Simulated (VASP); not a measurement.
HfB:

```xyz
2
Lattice="0.0000 2.3100 2.3100 2.3100 0.0000 2.3100 2.3100 2.3100 0.0000" Properties=species:S:1:pos:R:3 pbc="T T T"
Hf    2.3100    2.3100    2.3100
B     0.0000    0.0000    0.0000
```

| Property | Result |
| --- | --- |
| Program | VASP 6.6.1 |
| Task | relaxation of cell and atoms |
| Functional | r2SCAN |
| Potentials or basis | VASP PAW PBE potentials, release 64 (Hf_pv, B) |
| Cutoff | 600 eV |
| k mesh | 10 × 10 × 10 |
| Occupations | fermi-dirac, width 0.05 eV |
| Spin | no spin polarisation |
| Hubbard terms | Hf d U = 2.0 eV |

At the start: pressure 37.4 GPa; volume 12.33 Å³/atom.

How do energy, volume and symmetry change on relaxing?

Over 15 steps the energy falls by 221.7 meV/atom and the volume is 14.47 Å³/atom (+17.4 %); space group Fm-3m (No. 225, to 0.1 Å) before and after.

Step by step:
```csv
step,energy change (eV),largest force (eV/Å),pressure (GPa),volume (Å³)
1,0.0000,0.0000,37.39,24.65
2,0.2622,0.0000,-25.21,36.41
3,-0.4424,0.0000,-1.45,29.21
4,-0.4434,0.0000,-0.23,29.00
5,-0.4434,0.0000,0.46,28.91
6,-0.4434,0.0000,0.32,28.91
7,-0.4434,0.0000,0.32,28.92
8,-0.4434,0.0000,0.27,28.92
9,-0.4434,0.0000,0.27,28.92
10,-0.4434,0.0000,0.27,28.92
11,-0.4434,0.0000,0.27,28.92
12,-0.4434,0.0000,0.27,28.92
13,-0.4434,0.0000,0.27,28.92
14,-0.4434,0.0000,0.26,28.93
15,-0.4434,0.0000,0.11,28.94
```

Final structure:
```
Hf B
1.0
     0.00000    2.43685    2.43685
     2.43685    0.00000    2.43685
     2.43685    2.43685    0.00000
Hf B
1 1
Direct
  0.50000 0.50000 0.50000
  0.00000 0.00000 0.00000
```

Caveat: the volume moved by over 15 % at a fixed basis, so the end points are rough; the PAW data sets were made with another functional, which shifts forces and pressure a little; U without spin polarisation on a metal has little footing; the U is typed as a test and isn't derived for this compound.
